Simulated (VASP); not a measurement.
# WS2 in VASP: a series of runs

Runs on WS2. Level: PBE+D3(BJ). Tasks: single point.

Everything below comes from runs of VASP 6.6.1. Logs are shortened: lines on timing, memory, paths and dates and some standing lists are left out, and cuts for length are marked.

**1. The cell of the first run**

The cell holds a slab with vacuum, 12 atoms: a = 6.314 Å, b = 6.314 Å, c = 19.145 Å, α = 90.00°, β = 90.00°, γ = 120.00°.

**2. Single point, PBE+D3(BJ)**

Input file INCAR:

```
SYSTEM = WS2
PREC = Accurate ; ENCUT = 520
EDIFF = 1E-6 ; ISMEAR = 0
SIGMA = 0.05 ; LREAL = .FALSE.
LASPH = .TRUE. ; NELM = 80
ALGO = Normal ; ISIF = 2
LWAVE = .FALSE. ; LCHARG = .TRUE.
LDIPOL = .TRUE. ; IDIPOL = 3
DIPOL = 0.5 0.5 0.500 ; GGA = PE
IVDW = 12 ; LELF = .TRUE.
LVHAR = .TRUE. ; LVACPOTAV = .TRUE.
NBANDS = 64
```

Input file KPOINTS:

```
regular mesh
0
G
  3 3 1
  0 0 0
```

Input file POSCAR:

```
WS2
1.0
    6.3144062686      0.0000000000      0.0000000000
   -3.1572031343      5.4684362384      0.0000000000
    0.0000000000      0.0000000000     19.1452666289
S W
8 4
Direct
    0.6666666667      0.3333333333      0.4178578525
    0.6666666667      0.8333333333      0.4178578525
    0.1666666667      0.3333333333      0.4178578525
    0.1666666667      0.8333333333      0.4178578525
    0.6666666667      0.3333333333      0.5826013205
    0.6666666667      0.8333333333      0.5826013205
    0.1666666667      0.3333333333      0.5826013205
    0.1666666667      0.8333333333      0.5826013205
    0.3333333333      0.1666666667      0.5002300056
    0.3333333333      0.6666666667      0.5002300056
    0.8333333333      0.1666666667      0.5002300056
    0.8333333333      0.6666666667      0.5002300056
```

Potentials or basis: VASP PAW PBE potentials, release 64 (S, W_sv).

Started as:

```
cat potpaw_PBE.64/S/POTCAR potpaw_PBE.64/W_sv/POTCAR > POTCAR
mpirun -np 1 vasp_std > vasp.out
```

OUTCAR:

```text
SYSTEM = WS2
   PREC = Accurate
   ENCUT = 520
   EDIFF = 1E-6
   ISMEAR = 0
   LREAL = .FALSE.
   LASPH = .TRUE.
   NELM = 80
   ISIF = 2
   GGA = PE
   IVDW = 12
 IVDW          = 12

 ion  position               nearest neighbor table
   1  0.667  0.333  0.418-  11 2.41  12 2.41   9 2.41
   2  0.667  0.833  0.418-  12 2.41  11 2.41  10 2.41
   3  0.167  0.333  0.418-   9 2.41  10 2.41  11 2.41
   4  0.167  0.833  0.418-  10 2.41   9 2.41  12 2.41
   5  0.667  0.333  0.583-  11 2.41  12 2.41   9 2.41
   6  0.667  0.833  0.583-  12 2.41  11 2.41  10 2.41
   7  0.167  0.333  0.583-   9 2.41  10 2.41  11 2.41
   8  0.167  0.833  0.583-  10 2.41   9 2.41  12 2.41
   9  0.333  0.167  0.500-   7 2.41   8 2.41   5 2.41   3 2.41   4 2.41   1 2.41  10 3.16  12 3.16
                            10 3.16  12 3.16  11 3.16  11 3.16
  10  0.333  0.667  0.500-   8 2.41   7 2.41   6 2.41   4 2.41   3 2.41   2 2.41   9 3.16  11 3.16
                             9 3.16  11 3.16  12 3.16  12 3.16
  11  0.833  0.167  0.500-   5 2.41   6 2.41   7 2.41   1 2.41   2 2.41   3 2.41  10 3.16  12 3.16
                            12 3.16  10 3.16   9 3.16   9 3.16
  12  0.833  0.667  0.500-   6 2.41   5 2.41   8 2.41   2 2.41   1 2.41   4 2.41   9 3.16  11 3.16
                            11 3.16   9 3.16  10 3.16  10 3.16

  LATTYP: Found a hexagonal cell.
 ALAT       =     6.3144062686
 C/A-ratio  =     3.0319979131

  Lattice vectors:

 A1 = (   6.3144062686,   0.0000000000,   0.0000000000)
 A2 = (  -3.1572031343,   5.4684362384,   0.0000000000)
 A3 = (   0.0000000000,   0.0000000000,  19.1452666289)

Analysis of symmetry for initial positions (statically):
=====================================================================
 Subroutine PRICEL returns following result:

  LATTYP: Found a hexagonal cell.
 ALAT       =     3.1572031343
 C/A-ratio  =     6.0639958262

  Lattice vectors:

 A1 = (   3.1572031343,   0.0000000000,   0.0000000000)
 A2 = (  -1.5786015671,   2.7342181192,   0.0000000000)
 A3 = (   0.0000000000,   0.0000000000,  19.1452666289)

   4 primitive cells build up your supercell.

 Routine SETGRP: Setting up the symmetry group for a
 hexagonal supercell.

 Subroutine GETGRP returns: Found 12 space group operations
 (whereof  6 operations were pure point group operations)
 out of a pool of 24 trial point group operations.

The static configuration has the point symmetry C_3v.
 The point group associated with its full space group is D_3h.

Analysis of symmetry for dynamics (positions and initial velocities):
=====================================================================
 Subroutine PRICEL returns following result:

  LATTYP: Found a hexagonal cell.
 ALAT       =     3.1572031343
 C/A-ratio  =     6.0639958262

  Lattice vectors:

 A1 = (   3.1572031343,   0.0000000000,   0.0000000000)
 A2 = (  -1.5786015671,   2.7342181192,   0.0000000000)
 A3 = (   0.0000000000,   0.0000000000,  19.1452666289)

   4 primitive cells build up your supercell.

 Routine SETGRP: Setting up the symmetry group for a
 hexagonal supercell.

 Subroutine GETGRP returns: Found 12 space group operations
 (whereof  6 operations were pure point group operations)
 out of a pool of 24 trial point group operations.

The dynamic configuration has the point symmetry C_3v.
 The point group associated with its full space group is D_3h.

 Subroutine INISYM returns: Found 12 space group operations
 (whereof  6 operations are pure point group operations),
 and found     4 'primitive' translations

----------------------------------------------------------------------------------------

                                     Primitive cell

  volume of cell :     165.2712

  direct lattice vectors                    reciprocal lattice vectors
     3.157203134  0.000000000  0.000000000     0.316736034  0.182867635  0.000000000
    -1.578601567  2.734218119  0.000000000     0.000000000  0.365735269  0.000000000
     0.000000000  0.000000000 19.145266629     0.000000000  0.000000000  0.052232232

  length of vectors
     3.157203134  3.157203134 19.145266629     0.365735269  0.365735269  0.052232232

  position of ions in fractional coordinates (direct lattice)
     0.333333333  0.666666667  0.417857852
     0.333333333  0.666666667  0.582601320
     0.666666667  0.333333333  0.500230006

  ion indices of the primitive-cell ions
   primitive index   ion index
                 1           1
                 2           5
                 3          11

----------------------------------------------------------------------------------------

 KPOINTS: regular mesh

Automatic generation of k-mesh.
 Grid dimensions read from file:
 generate k-points for:    3    3    1

 Generating k-lattice:

  Cartesian coordinates                     Fractional coordinates (reciprocal lattice)
     0.052789339  0.030477939  0.000000000     0.333333333  0.000000000  0.000000000
     0.000000000  0.060955878  0.000000000     0.000000000  0.333333333  0.000000000
     0.000000000  0.000000000  0.052232232     0.000000000  0.000000000  1.000000000

  Length of vectors
     0.060955878  0.060955878  0.052232232

  Shift w.r.t. Gamma in fractional coordinates (k-lattice)
     0.000000000  0.000000000  0.000000000

 Subroutine IBZKPT returns following result:
 ===========================================

 Found      3 irreducible k-points:

 Following reciprocal coordinates:
            Coordinates               Weight
  0.000000  0.000000  0.000000      1.000000
  0.333333  0.000000  0.000000      6.000000
  0.333333  0.333333  0.000000      2.000000
   k-points           NKPTS =      3   k-points in BZ     NKDIM =      3   number of bands    NBANDS=     64
   number of dos      NEDOS =    301   number of ions     NIONS =     12
   total plane-waves  NPLWV = 331776
   dimension x,y,z NGX =    48 NGY =   48 NGZ =  144
   dimension x,y,z NGXF=    96 NGYF=   96 NGZF=  288
   ions per type =               8   4
   NGX,Y,Z   is equivalent  to a cutoff of  12.64, 12.64, 12.50 a.u.
   NGXF,Y,Z  is equivalent  to a cutoff of  25.27, 25.27, 25.01 a.u.
 SYSTEM =  WS2
   PREC   = accura    normal or accurate (medium, high low for compatibility)
   ISTART =      0    job   : 0-new  1-cont  2-samecut
   ICHARG =      2    charge: 1-file 2-atom 10-const
   ISPIN  =      1    spin polarized calculation?
   LNONCOLLINEAR =      F non collinear calculations
   LSORBIT =      F    spin-orbit coupling
   LASPH  =      T    aspherical Exc in radial PAW
   ENCUT  =  520.0 eV  38.22 Ry    6.18 a.u.  11.74 11.74 35.60*2*pi/ulx,y,z
   NELM   =     80;   NELMIN=  2; NELMDL= -5     # of ELM steps
   EDIFF  = 0.1E-05   stopping-criterion for ELM
   LREAL  =      F    real-space projection
   EDIFFG = 0.1E-04   stopping-criterion for IOM
   NSW    =      0    number of steps for IOM
   IBRION =     -1    ionic relax: 0-MD 1-quasi-New 2-CG
   NFREE  =      0    steps in history (QN), initial steepest desc. (CG)
   ISIF   =      2    stress and relaxation
   ISYM   =      2    0-nonsym 1-usesym 2-fastsym
   POTIM  = 0.5000    time-step for ionic-motion
   TEBEG  =    0.0;   TEEND  =   0.0 temperature during run
   PSTRESS=    0.0 pullay stress
   NELECT =     104.0000    total number of electrons
   NUPDOWN=      -1.0000    fix difference up-down
   EMIN   =  10.00;   EMAX   =-10.00  energy-range for DOS
   EFERMI =   0.00;   METHOD = LEGACY
   ISMEAR =     0;   SIGMA  =   0.05  broadening in eV -4-tet -1-fermi 0-gaus
   EFERMI_NEDOS =   21; number of points for ismear=-14 and -15
   IALGO  =     38    algorithm
   IMIX   =      4    mixing-type and parameters
     AMIX     =   0.40;   BMIX     =  1.00
     AMIX_MAG =   1.60;   BMIX_MAG =  1.00
  volume/ion in A,a.u.               =      55.09       371.77
  Fermi-wavevector in a.u.,A,eV,Ry     =   0.883758  1.670061 10.626545  0.781029
  Thomas-Fermi vector in A             =   2.004568
   LORBIT       =      0    0 simple, 1 ext, 2 COOP (PROOUT), +10 PAW based schemes
   GGA     = PE    functional components
   LHFCALC =     F    Hartree Fock is set to
   AEXX    =    0.0000 exact exchange contribution
   IVDW    =    12    specifies the selected vdW correction
   LEPSILON=     F    determine dielectric tensor
   LRPA    =     F    only Hartree local field effects (RPA)
 non-spin polarized calculation
 Gauss-broadening in eV      SIGMA  =   0.05
  energy-cutoff  :      520.00
  volume of cell :      661.08
 maximum number of plane-waves:     17861
 NGX is ok and might be reduce to    48
   NGX = 23   NGY = 23   NGZ = 71

 dipolmoment           0.000000      0.000000     -0.000020 electrons x Angstroem

 number of electron     103.9999982 magnetization

 dipolmoment           0.000000      0.000000      0.000437 electrons x Angstroem

 Free energy of the ion-electron system (eV)
  ---------------------------------------------------
  ext. energy  EPLUGINS =         0.00000000
  ---------------------------------------------------
  free energy    TOTEN  =       -94.64891745 eV

  energy without entropy =      -94.64891745  energy(sigma->0) =      -94.64891745

 E-fermi :  -1.3001     XC(G=0):  -4.0600

 val. band max:       -1.6223903368   @ k =   0.3333   0.3333   0.0000
 cond. band min:       0.3102828654   @ k =   0.3333   0.3333   0.0000
 fundamental gap:      1.9326732022
 Fermi energy:        -1.3000957721

 k-point     1 :       0.0000    0.0000    0.0000
  band No.  band energies     occupation
      1     -75.6281      2.00000
      2     -75.6093      2.00000
      3     -75.6093      2.00000
      4     -75.6093      2.00000
      5     -40.0622      2.00000
      6     -40.0622      2.00000
[... 56 lines left out ...]
     63       2.4387      0.00000
     64       2.4387      0.00000

 k-point     2 :       0.3333    0.0000    0.0000
  band No.  band energies     occupation
      1     -75.6233      2.00000
      2     -75.6140      2.00000
      3     -75.6093      2.00000
      4     -75.6093      2.00000
      5     -40.0175      2.00000
      6     -40.0175      2.00000
[... 56 lines left out ...]
     63       2.0428      0.00000
     64       2.0519      0.00000

 k-point     3 :       0.3333    0.3333    0.0000
  band No.  band energies     occupation
      1     -75.6164      2.00000
      2     -75.6164      2.00000
      3     -75.6164      2.00000
      4     -75.6070      2.00000
      5     -39.9715      2.00000
      6     -39.9371      2.00000
[... 56 lines left out ...]
     63       1.6605      0.00000
     64       2.4544      0.00000

------------------------ aborting loop because EDIFF is reached ----------------------------------------

 Edisp (eV)   -3.72977

 E8    (eV) :    -1.6759

  FORCE on cell =-STRESS in cart. coord.  units (eV):
  Direction    XX          YY          ZZ          XY          YZ          ZX
  --------------------------------------------------------------------------------------
  -------------------------------------------------------------------------------------
  Total       0.23420     0.23420    -0.10084     0.00000     0.00000     0.00000
  in kB       0.56759     0.56759    -0.24438     0.00000     0.00000     0.00000
  external pressure =        0.30 kB  Pullay stress =        0.00 kB

 VOLUME and BASIS-vectors are now :
 -----------------------------------------------------------------------------
  energy-cutoff  :      520.00
  volume of cell :      661.08
      direct lattice vectors                 reciprocal lattice vectors
     6.314406269  0.000000000  0.000000000     0.158368017  0.091433817  0.000000000
    -3.157203134  5.468436238  0.000000000     0.000000000  0.182867635  0.000000000
     0.000000000  0.000000000 19.145266629     0.000000000  0.000000000  0.052232232

 POSITION                                       TOTAL-FORCE (eV/Angst)
 -----------------------------------------------------------------------------------
      3.15720      1.82281      8.00000        -0.000000      0.000000     -0.003738
      1.57860      4.55703      8.00000        -0.000000      0.000000     -0.003738
      0.00000      1.82281      8.00000        -0.000000     -0.000000     -0.003738
     -1.57860      4.55703      8.00000        -0.000000      0.000000     -0.003738
      3.15720      1.82281     11.15406        -0.000000      0.000000      0.003738
      1.57860      4.55703     11.15406         0.000000      0.000000      0.003738
      0.00000      1.82281     11.15406        -0.000000      0.000000      0.003738
     -1.57860      4.55703     11.15406        -0.000000      0.000000      0.003738
      1.57860      0.91141      9.57704         0.000000     -0.000000      0.000000
     -0.00000      3.64562      9.57704         0.000000     -0.000000      0.000000
      4.73580      0.91141      9.57704         0.000000     -0.000000      0.000000
      3.15720      3.64562      9.57704         0.000000      0.000000      0.000000
 -----------------------------------------------------------------------------------
    total drift:                                0.000000     -0.000000      0.064740

  FREE ENERGIE OF THE ION-ELECTRON SYSTEM (eV)
  ---------------------------------------------------
  free  energy   TOTEN  =       -98.3786884901 eV

  energy  without entropy=      -98.3786884901  energy(sigma->0) =      -98.37868849

 vacuum level on the upper side and lower side of the slab         4.025         4.023
```

Run time: 4.1 min. Hardware: 1 thread of Intel Xeon Platinum 8375C at 2.90GHz (Ice Lake), shared host; peak memory 0.69 GiB.

What came out:

```
Free energy                : -98.3787 eV
Largest force              : 0.004 eV/Å
Band gap on the k mesh     : 1.93 eV
Dispersion energy per atom : -0.311 eV
```

Forces in eV/Å, atoms in the order of the input:
```
S    0.000  0.000 -0.004
S    0.000  0.000 -0.004
S    0.000  0.000 -0.004
S    0.000  0.000 -0.004
S    0.000  0.000  0.004
S    0.000  0.000  0.004
S    0.000  0.000  0.004
S    0.000  0.000  0.004
W    0.000  0.000  0.000
W    0.000  0.000  0.000
W    0.000  0.000  0.000
W    0.000  0.000  0.000
```

Caveat: spin-orbit coupling is left out, which moves the levels of the heavy elements.

**3. Single point, PBE+D3(BJ)**

This run uses another cell than the first one, of 67.33 Å³/atom, 1.222 times its volume.

Input file INCAR:

```
ALGO     = Normal         # electronic algorithm
DIPOL    = 0.5 0.5 0.409
EDIFF    = 1E-6           # SCF threshold, eV
ENCUT    = 520            # plane-wave cutoff, eV
GGA      = PE             # functional
IDIPOL   = 3            
ISIF     = 2              # what is computed and relaxed
ISMEAR   = 0              # smearing method
IVDW     = 12             # dispersion correction
LASPH    = True           # aspherical terms in the spheres
LCHARG   = False          # write CHGCAR
LDIPOL   = True         
LREAL    = False          # projectors in reciprocal space
LWAVE    = False          # write WAVECAR
NBANDS   = 64             # bands
NELM     = 80             # most SCF steps
PREC     = Accurate       # precision mode
SIGMA    = 0.05           # smearing width, eV
```

Input file KPOINTS:

```
k-points
0
Gamma
  3 3 1
```

Input file POSCAR:

```
WS2
1.0
    6.3144062659      0.0000000000      0.0000000000
   -3.1572031329      5.4684362361      0.0000000000
    0.0000000000      0.0000000000     23.3983666296
S W
8 4
Direct
    0.6666666667      0.3333333333      0.3419042075
    0.6666666667      0.8333333333      0.3419042075
    0.1666666667      0.3333333333      0.3419042075
    0.1666666667      0.8333333333      0.3419042075
    0.6668426447      0.3335641502      0.4764556568
    0.6666805353      0.8332453120      0.4767472337
    0.1666242338      0.3333516014      0.4767597940
    0.1666199174      0.8332704115      0.4767542396
    0.3331482991      0.1665761102      0.4093083516
    0.3333371543      0.6666690154      0.4093275901
    0.8334235410      0.1665539321      0.4092967188
    0.8334695035      0.6669120357      0.4092716984
```

Potentials or basis: VASP PAW PBE potentials, release 64 (S, W_sv).

Started as:

```
cat potpaw_PBE.64/S/POTCAR potpaw_PBE.64/W_sv/POTCAR > POTCAR
mpirun -np 1 vasp_std > vasp.out
```

It took 5.8 min on 1 thread of Intel Xeon 6975P-C (Granite Rapids), shared host; peak memory 0.84 GiB.

The run converged. Its results:

| Property | Result |
| --- | --- |
| Free energy | -98.3731 eV |
| Largest force | 0.078 eV/Å |
| Band gap on the k mesh | 1.93 eV |
| Dispersion energy per atom | -0.311 eV |

Forces in eV/Å, atoms in the order of the input:
```
S   -0.001 -0.002 -0.005
S   -0.007 -0.001 -0.009
S    0.001  0.004 -0.002
S    0.008  0.001 -0.007
S   -0.004 -0.013  0.076
S   -0.002  0.007 -0.007
S    0.004 -0.004 -0.009
S    0.000  0.007 -0.009
W    0.005  0.005 -0.013
W    0.000 -0.002 -0.002
W   -0.005  0.006 -0.010
W    0.001 -0.008 -0.004
```

Levels at points of the mesh, in eV from the valence-band top:
| k point | band 50 | band 51 | band 52 | band 53 | band 54 | band 55 |
| --- | --- | --- | --- | --- | --- | --- |
| (0.00, 0.00, 0.00) | -0.97 | -0.96 | -0.15 | 2.94 | 2.94 | 2.96 |

Caveat: spin-orbit coupling is left out, which moves the levels of the heavy elements.
